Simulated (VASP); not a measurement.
# FeO (Fm-3m) in VASP: settings compared, part 2 of 2

VASP 6.6.1.

### Step 4. Single point, PBEsol+D4, collinear spin, ferromagnetic start

This run uses another cell than the first one, of 9.41 Å³/atom.

INCAR

```
SYSTEM = FeO
ALGO = Normal ; EDIFF = 1E-6
ENCUT = 700 ; GGA = PS
GGA_COMPAT = .False. ; ISIF = 2
ISMEAR = -1 ; ISPIN = 2
IVDW = 13 ; LASPH = .True.
LCHARG = .False. ; LMAXMIX = 4
LORBIT = 11 ; LREAL = .False.
LWAVE = .False. ; MAGMOM = 3 0
NBANDS = 22 ; NELM = 200
PREC = Accurate ; SIGMA = 0.05
```

KPOINTS

```
k-points
0
Gamma
  11 11 11
  0 0 0
```

POSCAR

```
FeO
1.0
    0.0000000000      2.1113998987      2.1113998987
    2.1113998987      0.0000000000      2.1113998987
    2.1113998987      2.1113998987      0.0000000000
Fe O
1 1
Direct
    0.0000000000      0.0000000000      0.0000000000
    0.5000000000      0.5000000000      0.5000000000
```

Potentials or basis: VASP PAW PBE potentials, release 64 (Fe_sv, O).

Run with:

```console
cat potpaw_PBE.64/Fe_sv/POTCAR potpaw_PBE.64/O/POTCAR > POTCAR
mpirun -np 1 vasp_std > vasp.out
```

OUTCAR:

```text
SYSTEM = FeO
   EDIFF = 1E-6
   ENCUT = 700
   GGA = PS
   ISIF = 2
   ISMEAR = -1
   ISPIN = 2
   IVDW = 13
   LASPH = .True.
   LORBIT = 11
   LREAL = .False.
   NELM = 200
   PREC = Accurate

 ion  position               nearest neighbor table
   1  0.000  0.000  0.000-   2 2.11   2 2.11   2 2.11   2 2.11   2 2.11   2 2.11
   2  0.500  0.500  0.500-   1 2.11   1 2.11   1 2.11   1 2.11   1 2.11   1 2.11

  LATTYP: Found a face centered cubic cell.
 ALAT       =     4.2227997974

  Lattice vectors:

 A1 = (   0.0000000000,   2.1113998987,   2.1113998987)
 A2 = (   2.1113998987,   0.0000000000,   2.1113998987)
 A3 = (   2.1113998987,   2.1113998987,   0.0000000000)

Analysis of symmetry for initial positions (statically):
=====================================================================
 Subroutine PRICEL returns:
 Original cell was already a primitive cell.

 Routine SETGRP: Setting up the symmetry group for a
 face centered cubic supercell.

 Subroutine GETGRP returns: Found 48 space group operations
 (whereof 48 operations were pure point group operations)
 out of a pool of 48 trial point group operations.

The static configuration has the point symmetry O_h .

Analysis of symmetry for dynamics (positions and initial velocities):
=====================================================================
 Subroutine PRICEL returns:
 Original cell was already a primitive cell.

 Routine SETGRP: Setting up the symmetry group for a
 face centered cubic supercell.

 Subroutine GETGRP returns: Found 48 space group operations
 (whereof 48 operations were pure point group operations)
 out of a pool of 48 trial point group operations.

The dynamic configuration has the point symmetry O_h .

Analysis of structural, dynamic, and magnetic symmetry:
=====================================================================
 Subroutine PRICEL returns:
 Original cell was already a primitive cell.

 Routine SETGRP: Setting up the symmetry group for a
 face centered cubic supercell.

[... 148 lines left out ...]
  free energy    TOTEN  =       -15.97457054 eV

  energy without entropy =      -15.96368946  energy(sigma->0) =      -15.96913000

 E-fermi :  10.5662     XC(G=0): -13.1485

 val. band max:       10.5625686449   @ k =  -0.3636   0.2727   0.0909
 cond. band min:      10.5837398464   @ k =  -0.1818   0.0909   0.0000
 fundamental gap:      0.0211712016
 Fermi energy:        10.5661543967

 spin component 1

 k-point     1 :       0.0000    0.0000    0.0000
  band No.  band energies     occupation
      1     -79.0107      1.00000
      2     -45.1639      1.00000
      3     -45.1639      1.00000
      4     -45.1639      1.00000
      5     -10.6960      1.00000
      6       6.4424      1.00000
[... 589 lines left out ...]
     21      37.7571      0.00000
     22      39.4380      0.00000

 [... further k-points ...]

 spin component 2

 k-point     1 :       0.0000    0.0000    0.0000
  band No.  band energies     occupation
      1     -74.9025      1.00000
      2     -41.1455      1.00000
      3     -41.1455      1.00000
      4     -41.1455      1.00000
      5     -10.1181      1.00000
      6       7.0594      1.00000
[... 589 lines left out ...]
     21      38.5969      0.00000
     22      40.3089      0.00000

 [... further k-points ...]

------------------------ aborting loop because EDIFF is reached ----------------------------------------

  DFT-D4 for vdW energy calculation

  Edisp (eV):   -0.28840

  FORCE on cell =-STRESS in cart. coord.  units (eV):
  Direction    XX          YY          ZZ          XY          YZ          ZX
  --------------------------------------------------------------------------------------
  -------------------------------------------------------------------------------------
  Total       0.05398     0.05398     0.05398     0.00000    -0.00000     0.00000
  in kB       4.59409     4.59409     4.59409     0.00000    -0.00000     0.00000
  external pressure =        4.59 kB  Pullay stress =        0.00 kB

 VOLUME and BASIS-vectors are now :
 -----------------------------------------------------------------------------
  energy-cutoff  :      700.00
  volume of cell :       18.83
      direct lattice vectors                 reciprocal lattice vectors
     0.000000000  2.111399899  2.111399899    -0.236809711  0.236809711  0.236809711
     2.111399899  0.000000000  2.111399899     0.236809711 -0.236809711  0.236809711
     2.111399899  2.111399899  0.000000000     0.236809711  0.236809711 -0.236809711

 POSITION                                       TOTAL-FORCE (eV/Angst)
 -----------------------------------------------------------------------------------
      0.00000      0.00000      0.00000         0.000000      0.000000      0.000000
      2.11140      2.11140      2.11140        -0.000000     -0.000000     -0.000000
 -----------------------------------------------------------------------------------
    total drift:                                0.000000      0.000000      0.000000

  FREE ENERGIE OF THE ION-ELECTRON SYSTEM (eV)
  ---------------------------------------------------
  free  energy   TOTEN  =       -16.2629708362 eV

  energy  without entropy=      -16.2520897541  energy(sigma->0) =      -16.25753030

 total charge

# of ion       s       p       d       tot
------------------------------------------
    1        2.110   6.005   5.522  13.637
    2        1.547   3.453   0.000   4.999
--------------------------------------------------
tot          3.656   9.458   5.522  18.637

 magnetization (x)

# of ion       s       p       d       tot
------------------------------------------
    1        0.016   0.010   3.435   3.461
    2        0.033   0.279   0.000   0.312
--------------------------------------------------
tot          0.048   0.289   3.435   3.772
```

OSZICAR:

```text
N       E                     dE             d eps       ncg     rms          rms(c)
DAV:   1     0.325707650448E+03    0.32571E+03   -0.14072E+04  5022   0.160E+03
DAV:   2     0.302449803246E+00   -0.32541E+03   -0.30679E+03  5096   0.502E+02
DAV:   3    -0.180421724772E+02   -0.18345E+02   -0.18093E+02  5854   0.135E+02
DAV:   4    -0.183559101911E+02   -0.31374E+00   -0.31363E+00  5632   0.192E+01
DAV:   5    -0.183644913330E+02   -0.85811E-02   -0.85810E-02  5860   0.330E+00    0.171E+01
DAV:   6    -0.165030039642E+02    0.18615E+01   -0.15373E+01  7748   0.578E+01    0.251E+01
DAV:   7    -0.160011963070E+02    0.50181E+00   -0.23011E+00  6854   0.307E+01    0.113E+01
DAV:   8    -0.159905551159E+02    0.10641E-01   -0.10469E-01  5820   0.320E+00    0.645E+00
DAV:   9    -0.159742681362E+02    0.16287E-01   -0.37222E-02  7690   0.282E+00    0.894E-01
DAV:  10    -0.159740962616E+02    0.17187E-03   -0.93749E-03  6660   0.140E+00    0.273E-01
DAV:  11    -0.159745447001E+02   -0.44844E-03   -0.10697E-03  6590   0.296E-01    0.918E-02
DAV:  12    -0.159745637033E+02   -0.19003E-04   -0.32542E-05  6540   0.565E-02    0.394E-02
DAV:  13    -0.159745705657E+02   -0.68624E-05   -0.22679E-05  5802   0.468E-02    0.111E-02
DAV:  14    -0.159745705444E+02    0.21336E-07   -0.95840E-07  4754   0.119E-02
   1 F= -.16262971E+02 E0= -.16257530E+02  d E =-.108811E-01  mag=     3.9967
```

stdout:

```text
POSCAR found type information on POSCAR FeO
 POSCAR found :  2 types and       2 ions
 scaLAPACK will be used
 -----------------------------------------------------------------------------
|                                                                             |
|                                                                             |
|     You enforced a specific xc type in the INCAR file but a different       |
|     I HOPE YOU KNOW WHAT YOU ARE DOING!                                     |
|                                                                             |
 -----------------------------------------------------------------------------

 LDA part: xc-table for (Slater+PW92), standard interpolation
 POSCAR, INCAR and KPOINTS ok, starting setup
 FFT: planning ... GRIDC
 FFT: planning ... GRID_SOFT
 FFT: planning ... GRID
 WAVECAR not read
 entering main loop
```

Wall time 51 s (1 thread of AMD EPYC 9R45 (Zen 5), shared host); peak memory 0.17 GiB.

What came out:

| Property | Result |
| --- | --- |
| Free energy | -16.2630 eV |
| Pressure | 0.5 GPa |
| Band gap on the k mesh | zero (filled and empty bands overlap) |
| Net moment | 4.00 μB per cell |
| Site moments | Fe +3.46; O +0.31 μB |
| Valence electrons inside the program's atomic spheres | Fe 13.64; O 5.00 |
| Dispersion energy per atom | -0.144 eV |

Caveat: the PAW data sets were made with another functional, which shifts forces and pressure a little; a cell with one magnetic atom can't hold antiferromagnetic order, which such compounds often take; semilocal functionals often make such compounds metallic where correlation or magnetic order opens a gap, which also shifts bond lengths.

### Step 5. Single point, PBE+D4, collinear spin, ferromagnetic start

INCAR

```
SYSTEM = FeO
PREC = Accurate
ENCUT = 700
EDIFF = 1E-6
ISMEAR = -1
SIGMA = 0.05
LREAL = .FALSE.
LASPH = .TRUE.
NELM = 200
ALGO = Normal
ISIF = 2
LWAVE = .FALSE.
LCHARG = .TRUE.
ISPIN = 2
MAGMOM = 3 0
LORBIT = 11
LMAXMIX = 4
GGA = PE
IVDW = 13
LELF = .TRUE.
LVHAR = .TRUE.
NBANDS = 22
GGA_COMPAT = .FALSE.
```

KPOINTS

```
Automatic mesh
0
G
  11 11 11
  0 0 0
```

POSCAR

```
FeO
1.0
    0.0000000000      2.1696745882      2.1696745882
    2.1696745882      0.0000000000      2.1696745882
    2.1696745882      2.1696745882      0.0000000000
Fe O
1 1
Direct
    0.0000000000      0.0000000000      0.0000000000
    0.5000000000      0.5000000000      0.5000000000
```

Run with:

```console
cat potpaw_PBE.64/Fe_sv/POTCAR potpaw_PBE.64/O/POTCAR > POTCAR
mpirun -np 1 vasp_std > vasp.out
```

Run time: 76 s. Hardware: 1 thread of Intel Xeon Platinum 8375C at 2.90GHz (Ice Lake), shared host; peak memory 0.21 GiB.

The run converged. Its results:

| Quantity | Value |
| --- | --- |
| Free energy | -15.7002 eV |
| Pressure | -9.0 GPa |
| Band gap on the k mesh | zero (filled and empty bands overlap) |
| Net moment | 4.00 μB per cell |
| Site moments | Fe +3.48; O +0.29 μB |
| Valence electrons inside the program's atomic spheres | Fe 13.61; O 4.98 |
| Dispersion energy per atom | -0.331 eV |

Levels at points of the mesh, in eV from the Fermi level:
Spin up:
```
           k point  band 9  band 10  band 11  band 12  band 13  band 14  band 15  band 16  band 17  band 18
(0.00, 0.00, 0.00)   -3.81    -3.81    -3.81    -3.68    -3.68    -0.10    15.17    16.78    16.78    16.78
```
Spin down:
| k point | band 5 | band 6 | band 7 | band 8 | band 9 | band 10 | band 11 | band 12 | band 13 | band 14 |
| --- | --- | --- | --- | --- | --- | --- | --- | --- | --- | --- |
| (0.00, 0.00, 0.00) | -20.11 | -3.27 | -3.27 | -3.27 | -0.71 | -0.71 | -0.71 | 0.23 | 0.23 | 0.69 |

Caveat: the cell stands under tension; a cell with one magnetic atom can't hold antiferromagnetic order, which such compounds often take; semilocal functionals often make such compounds metallic where correlation or magnetic order opens a gap, which also shifts bond lengths. With open d or f shells a metallic result of PBE can be an artefact of self-interaction; +U or a hybrid may open a gap.

### Step 6. Summary

```tsv
level	fixed moment (μB)	cell	k mesh	gap on the mesh (eV)	pressure (GPa)	moment (μB)
PBEsol+D4	-	a = 3.068 Å, angles 60.0°, 2 atoms	11 × 11 × 11	none	-15.2	4.00
PBE	1.5	a = 3.048 Å, angles 60.0°, 2 atoms	9 × 9 × 9	-	-22.8	1.50
PBEsol+D4	-	a = 2.986 Å, angles 60.0°, 2 atoms	11 × 11 × 11	none	0.5	4.00
PBE+D4	-	a = 3.068 Å, angles 60.0°, 2 atoms	11 × 11 × 11	none	-9.0	4.00
```

Alike in all rows: task single point; potentials or basis VASP PAW PBE potentials, release 64 (Fe_sv, O); spin collinear, ferromagnetic start; cutoff (eV) 700; smearing fermi-dirac 0.05 eV.

Caveats: a cell with one magnetic atom can't hold antiferromagnetic order, which such compounds often take; the cell stands under tension (at least some runs); semilocal functionals often make such compounds metallic where correlation or magnetic order opens a gap, which also shifts bond lengths (at least some runs); the PAW data sets were made with another functional, which shifts forces and pressure a little (at least some runs); the total moment is fixed, so each spin has its own Fermi level and the state may be an excited one (at least some runs).

Absolute energies hang on the potentials; compare differences alone.

### Step 7. Against experiment

Step 4. A measured gap of FeO is 2.4 eV (optical; quoted in “W\"ustite: Electric, thermodynamic and optical properties of FeO”, 2012, arxiv:1203.1201); the calculated 0.00 eV misses it by -2.40 eV. So large a miss can be the level of theory's own, or it may mean another phase, state or a wrong row. The value is that of PBEsol+D4 on a finite k mesh, which can miss the band edges, without temperature or zero-point motion. Semilocal functionals fall short of measured gaps as a rule. The run's magnetic order (collinear spin, ferromagnetic start) needn't be the measured crystal's.

The gap in the log of VASP goes by the Fermi energy; the results here count the filled bands.